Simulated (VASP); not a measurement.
# Ir (P6/mmm) in VASP: further runs, part 2 of 2

VASP 6.6.1. Earlier steps stand in the parts before.

## (3) Relaxation of shape and atoms at fixed volume, PBE

This run uses another cell than the first one, of 12.72 Å³/atom.

Contents of INCAR:

```
ALGO = Normal ; EDIFF = 1E-7
EDIFFG = -0.005 ; ENCUT = 500
GGA = PE ; GGA_COMPAT = False
IBRION = 2 ; ISIF = 4
ISMEAR = -1 ; LASPH = True
LCHARG = False ; LREAL = False
LWAVE = False ; NELM = 120
NELMIN = 4 ; NSW = 50
PREC = Accurate ; SIGMA = 0.08
```

Contents of KPOINTS:

```
k-points
0
Gamma
  8 8 11
```

Contents of POSCAR:

```
Ir
1.0
    4.1499672744      0.0000000000      0.0000000000
   -2.0749836372      3.5939770845      0.0000000000
    0.0000000000      0.0000000000      2.5591201645
Ir
3
Direct
    0.0000000000      0.0000000000      0.0000000000
    0.3333333333      0.6666666667      0.5000000000
    0.6666666667      0.3333333333      0.5000000000
```

Potentials or basis: VASP PAW PBE potentials, release 64 (Ir).

On the command line:

```sh
cat potpaw_PBE.64/Ir/POTCAR > POTCAR
mpirun -np 1 vasp_std > vasp.out
```

OUTCAR:

```text
EDIFF = 1E-7
   EDIFFG = -0.005
   ENCUT = 500
   GGA = PE
   IBRION = 2
   ISIF = 4
   ISMEAR = -1
   LASPH = True
   LREAL = False
   NELM = 120
   NELMIN = 4
   NSW = 50
   PREC = Accurate

 ion  position               nearest neighbor table
   1  0.000  0.000  0.000-   2 2.72   3 2.72   2 2.72   3 2.72   2 2.72   2 2.72   3 2.72   3 2.72
                             3 2.72   3 2.72   2 2.72   2 2.72
   2  0.333  0.667  0.500-   3 2.40   3 2.40   3 2.40   1 2.72   1 2.72   1 2.72   1 2.72   1 2.72
                             1 2.72
   3  0.667  0.333  0.500-   2 2.40   2 2.40   2 2.40   1 2.72   1 2.72   1 2.72   1 2.72   1 2.72
                             1 2.72

  LATTYP: Found a hexagonal cell.
 ALAT       =     4.1499672744
 C/A-ratio  =     0.6166603241

  Lattice vectors:

 A1 = (   4.1499672744,   0.0000000000,   0.0000000000)
 A2 = (  -2.0749836372,   3.5939770845,   0.0000000000)
 A3 = (   0.0000000000,   0.0000000000,   2.5591201645)

Analysis of symmetry for initial positions (statically):
=====================================================================
 Subroutine PRICEL returns:
 Original cell was already a primitive cell.

 Routine SETGRP: Setting up the symmetry group for a
 hexagonal supercell.

 Subroutine GETGRP returns: Found 24 space group operations
 (whereof 24 operations were pure point group operations)
 out of a pool of 24 trial point group operations.

The static configuration has the point symmetry D_6h.

Analysis of symmetry for dynamics (positions and initial velocities):
=====================================================================
 Subroutine PRICEL returns:
 Original cell was already a primitive cell.

 Routine SETGRP: Setting up the symmetry group for a
 hexagonal supercell.

 Subroutine GETGRP returns: Found 24 space group operations
 (whereof 24 operations were pure point group operations)
 out of a pool of 24 trial point group operations.

[... 124 lines left out ...]
  Fermi-wavevector in a.u.,A,eV,Ry     =   1.458677  2.756500 28.949650  2.127739
  Thomas-Fermi vector in A             =   2.575334
   LORBIT       =      0    0 simple, 1 ext, 2 COOP (PROOUT), +10 PAW based schemes
   GGA     = PE    functional components
   LHFCALC =     F    Hartree Fock is set to
   AEXX    =    0.0000 exact exchange contribution
   IVDW    =     0    specifies the selected vdW correction
   LEPSILON=     F    determine dielectric tensor
   LRPA    =     F    only Hartree local field effects (RPA)
 conjugate gradient relaxation of ions
 non-spin polarized calculation
  energy-cutoff  :      500.00
  volume of cell :       38.17
 maximum number of plane-waves:       982
   NGX = 15   NGY = 15   NGZ =  9

--------------------------------------- Ionic step        1  -------------------------------------------

 number of electron      27.0000005 magnetization

 Free energy of the ion-electron system (eV)
  ---------------------------------------------------
  ext. energy  EPLUGINS =         0.00000000
  ---------------------------------------------------
  free energy    TOTEN  =       -24.15666180 eV

  energy without entropy =      -24.07265543  energy(sigma->0) =      -24.11465861

------------------------ aborting loop because EDIFF is reached ----------------------------------------

  FORCE on cell =-STRESS in cart. coord.  units (eV):
  Direction    XX          YY          ZZ          XY          YZ          ZX
  --------------------------------------------------------------------------------------
  -------------------------------------------------------------------------------------
  Total       19.6805110     19.6805110     17.7897551      0.0000000      0.0000000     -0.0000000
  in kB      826.1069941    826.1069941    746.7408282      0.0000000      0.0000000     -0.0000000
  external PRESSURE =     799.6516055 kB  Pullay stress =       0.0000000 kB
[... 61 lines left out ...]
--------------------------------------- Ionic step        3  -------------------------------------------

 number of electron      27.0000007 magnetization

 Free energy of the ion-electron system (eV)
  ---------------------------------------------------
  ext. energy  EPLUGINS =         0.00000000
  ---------------------------------------------------
  free energy    TOTEN  =       -24.16288879 eV

  energy without entropy =      -24.08029411  energy(sigma->0) =      -24.12159145

 E-fermi :  12.3776     XC(G=0): -14.6064

 val. band max:       12.3773737243   @ k =   0.3750   0.1250   0.0909
 cond. band min:      12.3840508708   @ k =   0.3750   0.1250   0.1818
 fundamental gap:      0.0066771465
 Fermi energy:        12.3775912409

 k-point     1 :       0.0000    0.0000    0.0000
  band No.  band energies     occupation
      1       0.0624      2.00000
      2       3.6593      2.00000
      3       6.4235      2.00000
      4       6.8656      2.00000
      5       6.8656      2.00000
      6       6.9126      2.00000
[... 457 lines left out ...]
      4       5.5314      2.00000
      5       5.8777      2.00000
      6       6.9989      2.00000
[... 9 lines left out ...]
     16      13.5514      0.00000
     17      14.9691      0.00000

 [... further k-points ...]
[... 5 lines left out ...]
  --------------------------------------------------------------------------------------
  -------------------------------------------------------------------------------------
  Total       18.9821967     18.9821967     18.9624080      0.0000000     -0.0000000      0.0000000
  in kB      796.7946274    796.7946274    795.9639809      0.0000000     -0.0000000      0.0000000
  external PRESSURE =     796.5177453 kB  Pullay stress =       0.0000000 kB
[... 18 lines left out ...]
  FREE ENERGIE OF THE ION-ELECTRON SYSTEM (eV)
  ---------------------------------------------------
  free  energy   TOTEN  =       -24.1628887880 eV

  energy  without entropy=      -24.0802941090  energy(sigma->0) =      -24.12159145

 reached required accuracy - stopping structural energy minimisation
```

CONTCAR:

```text
Ir
   1.00000000000000
     4.1634648417290556    0.0000000000000000   -0.0000000000000000
    -2.0817324208645278    3.6056663206953341    0.0000000000000000
     0.0000000000000000    0.0000000000000000    2.5425541997478343
  Ir
     3
Direct
     0.0000000000000000    0.0000000000000000    1.0000000000000000
     0.3333333332999970    0.6666666667000030    0.5000000000000000
     0.6666666667000030    0.3333333332999970    0.5000000000000000

  0.00000000E+00  0.00000000E+00  0.00000000E+00
  0.00000000E+00  0.00000000E+00  0.00000000E+00
  0.00000000E+00  0.00000000E+00  0.00000000E+00
```

It took 55 s on 1 thread of AMD EPYC 9R45 (Zen 5), shared host; peak memory 0.13 GiB.

What came out:

| Property | Result |
| --- | --- |
| Free energy | -24.1629 eV |
| Energy gained by relaxing | 2.1 meV/atom |
| Ionic steps | 3 |
| Pressure after relaxing | 79.7 GPa |
| Band gap on the k mesh | zero (an odd number of electrons rules out a gap without spin polarisation) |

Step by step:
| step | energy change (eV) | largest force (eV/Å) | pressure (GPa) | volume (Å³) |
| --- | --- | --- | --- | --- |
| 1 | 0.0000 | 0.0000 | 79.97 | 38.17 |
| 2 | 0.0224 | 0.0000 | 79.46 | 38.17 |
| 3 | -0.0062 | 0.0000 | 79.65 | 38.17 |

Final structure:
```
Ir
1.0
     4.16346    0.00000    0.00000
    -2.08173    3.60567    0.00000
     0.00000    0.00000    2.54255
Ir
3
Direct
  0.00000 0.00000 0.00000
  0.33333 0.66667 0.50000
  0.66667 0.33333 0.50000
```

Caveat: spin-orbit coupling is left out, which moves the levels of the heavy elements.

## (4) Relaxation of shape and atoms at fixed volume, PBE

Contents of INCAR:

```
SYSTEM = Ir
ALGO = Normal
EDIFF = 1E-7
EDIFFG = -0.005
ENCUT = 500
GGA = PE
GGA_COMPAT = .FALSE.
IBRION = 2
ISIF = 4
ISMEAR = -1
LASPH = .TRUE.
LCHARG = .FALSE.
LREAL = .FALSE.
LWAVE = .FALSE.
NELM = 120
NELMIN = 4
NSW = 50
PREC = Accurate
SIGMA = 0.08
```

Contents of KPOINTS:

```
k-points
0
G
  8 8 11
  0 0 0
```

Contents of POSCAR:

```
Ir
1.0
    4.3067159806      0.0000000000      0.0000000000
   -2.1533579903      3.7297254461      0.0000000000
    0.0000000000      0.0000000000      2.6557808725
Ir
3
Direct
    0.0000000000      0.0000000000      0.0000000000
    0.3333333333      0.6666666667      0.5000000000
    0.6666666667      0.3333333333      0.5000000000
```

On the command line:

```sh
cat potpaw_PBE.64/Ir/POTCAR > POTCAR
mpirun -np 1 vasp_std > vasp.out
```

Run time: 55 s. Hardware: 1 thread of AMD EPYC 9R45 (Zen 5), shared host; peak memory 0.14 GiB.

The run converged. Its results:

* Free energy: -25.4671 eV
* Energy gained by relaxing: 0.2 meV/atom
* Ionic steps: 3
* Pressure after relaxing: 19.3 GPa
* Band gap on the k mesh: zero (an odd number of electrons rules out a gap without spin polarisation)

Step by step:
```csv
step,energy change (eV),largest force (eV/Å),pressure (GPa),volume (Å³)
1,0.0000,0.0000,19.37,42.66
2,0.0004,0.0000,19.18,42.66
3,-0.0007,0.0000,19.28,42.66
```

Final structure:
```
Ir
1.0
     4.31241    0.00000    0.00000
    -2.15621    3.73466    0.00000
     0.00000    0.00000    2.64877
Ir
3
Direct
  0.00000 0.00000 0.00000
  0.33333 0.66667 0.50000
  0.66667 0.33333 0.50000
```

Levels at points of the mesh, in eV from the Fermi level:
```csv
k point,band 10,band 11,band 12,band 13,band 14,band 15,band 16,band 17
"(0.00, 0.00, 0.00)",-3.19,-2.12,-2.12,-2.06,-2.06,1.22,1.22,6.24
"(0.50, 0.00, 0.00)",-1.85,-1.82,-0.58,-0.33,0.24,0.25,0.33,0.36
```

Caveat: spin-orbit coupling is left out, which moves the levels of the heavy elements.

## (5) Relaxation of cell and atoms, PBE

This run uses another cell than the first one, of 14.51 Å³/atom.

Contents of INCAR:

```
SYSTEM = Ir
ALGO     = Normal         ! electronic algorithm
EDIFF    = 1E-7           ! SCF threshold, eV
EDIFFG   = -0.005         ! ionic threshold
ENCUT    = 500            ! plane-wave cutoff, eV
GGA      = PE             ! functional
GGA_COMPAT= .FALSE.      
IBRION   = 2              ! ionic algorithm
ISIF     = 3              ! what is computed and relaxed
ISMEAR   = -1             ! smearing method
LASPH    = .TRUE.         ! aspherical terms in the spheres
LCHARG   = .FALSE.        ! write CHGCAR
LREAL    = .FALSE.        ! projectors in reciprocal space
LWAVE    = .FALSE.        ! write WAVECAR
NELM     = 120            ! most SCF steps
NELMIN   = 4            
NSW      = 60             ! ionic steps
PREC     = Accurate       ! precision mode
SIGMA    = 0.08           ! smearing width, eV
```

KPOINTS is that of step 4.

Contents of POSCAR:

```
Ir
1.0
    4.3277169476      0.0000000000      0.0000000000
   -2.1638584738      3.7479128170      0.0000000000
    0.0000000000      0.0000000000      2.6831845075
Ir
3
Direct
    0.0000000000      0.0000000000      0.0000000000
    0.3333333333      0.6666666667      0.5000000000
    0.6666666667      0.3333333333      0.5000000000
```

On the command line:

```sh
cat potpaw_PBE.64/Ir/POTCAR > POTCAR
mpirun -np 1 vasp_std > vasp.out
```

It took 2.2 min on 1 thread of AMD EPYC 9R45 (Zen 5), shared host; peak memory 0.15 GiB.

Results (log left out):

| Quantity | Value |
| --- | --- |
| Free energy | -25.5984 eV |
| Relaxed volume | 14.98 Å³/atom |
| Relaxed cell | a = 4.383 Å, b = 4.383 Å, c = 2.702 Å, α = 90.00°, β = 90.00°, γ = 120.00° |
| Space group after relaxing (to 0.1 Å) | P6/mmm (No. 191) |
| Energy gained by relaxing | 17.2 meV/atom |
| Ionic steps | 9 |
| Pressure after relaxing | 0.0 GPa |
| Band gap on the k mesh | zero (an odd number of electrons rules out a gap without spin polarisation) |

Step by step:
```tsv
step	energy change (eV)	largest force (eV/Å)	pressure (GPa)	volume (Å³)
1	0.0000	0.0000	11.53	43.52
2	0.4870	0.0000	-27.57	50.43
3	-0.0513	0.0000	-0.62	45.05
4	-0.0515	0.0000	-0.10	44.97
5	-0.0515	0.0000	0.11	44.95
6	-0.0516	0.0000	0.22	44.92
7	-0.0517	0.0000	0.18	44.93
8	-0.0516	0.0000	-0.45	45.02
9	-0.0517	0.0000	0.01	44.95
```

Final structure:
```cif
data_structure
_symmetry_space_group_name_H-M 'P 1'
_symmetry_Int_Tables_number 1
_cell_length_a 4.3831
_cell_length_b 4.3831
_cell_length_c 2.7018
_cell_angle_alpha 90.000
_cell_angle_beta 90.000
_cell_angle_gamma 120.000
_cell_volume 44.95
loop_
_atom_site_label
_atom_site_type_symbol
_atom_site_fract_x
_atom_site_fract_y
_atom_site_fract_z
_atom_site_occupancy
Ir1 Ir 0.00000 0.00000 0.00000 1
Ir2 Ir 0.33333 0.66667 0.50000 1
Ir3 Ir 0.66667 0.33333 0.50000 1
```

Levels at points of the mesh, in eV from the Fermi level:
```tsv
k point	band 12	band 13	band 14	band 15	band 16	band 17
(0.00, 0.00, 0.00)	-1.97	-1.91	-1.91	1.10	1.10	5.91
(0.50, 0.00, 0.00)	-0.53	-0.19	0.20	0.22	0.28	0.36
```

Caveat: spin-orbit coupling is left out, which moves the levels of the heavy elements.

## (6) The runs side by side

| task | level | U | cell | gap on the mesh (eV) | pressure (GPa) |
| --- | --- | --- | --- | --- | --- |
| single point | PBE+U | Ir d U = 2.0 eV | a = 4.312, b = 4.312, c = 2.649 Å, angles 90.0, 90.0, 120.0°, 3 atoms | none | 11.3 |
| relaxation of shape and atoms at fixed volume | PBE | - | relaxed from a = 4.150, b = 4.150, c = 2.559 Å, angles 90.0, 90.0, 120.0°, 3 atoms | none | 79.7 |
| relaxation of shape and atoms at fixed volume | PBE | - | relaxed from a = 4.307, b = 4.307, c = 2.656 Å, angles 90.0, 90.0, 120.0°, 3 atoms | none | 19.3 |
| relaxation of cell and atoms | PBE | - | relaxed from a = 4.328, b = 4.328, c = 2.683 Å, angles 90.0, 90.0, 120.0°, 3 atoms | none | 0.0 |

Alike in all rows: potentials or basis VASP PAW PBE potentials, release 64 (Ir); no spin polarisation; k mesh 8 × 8 × 11; cutoff (eV) 500; smearing fermi-dirac 0.08 eV.

Caveats: spin-orbit coupling is left out, which moves the levels of the heavy elements; the cell stands under pressure (at least some runs); U without spin polarisation on a metal has little footing (at least some runs); the U is typed as a test and isn't derived for this compound (at least some runs).

Absolute energies hang on the potentials; compare differences alone.
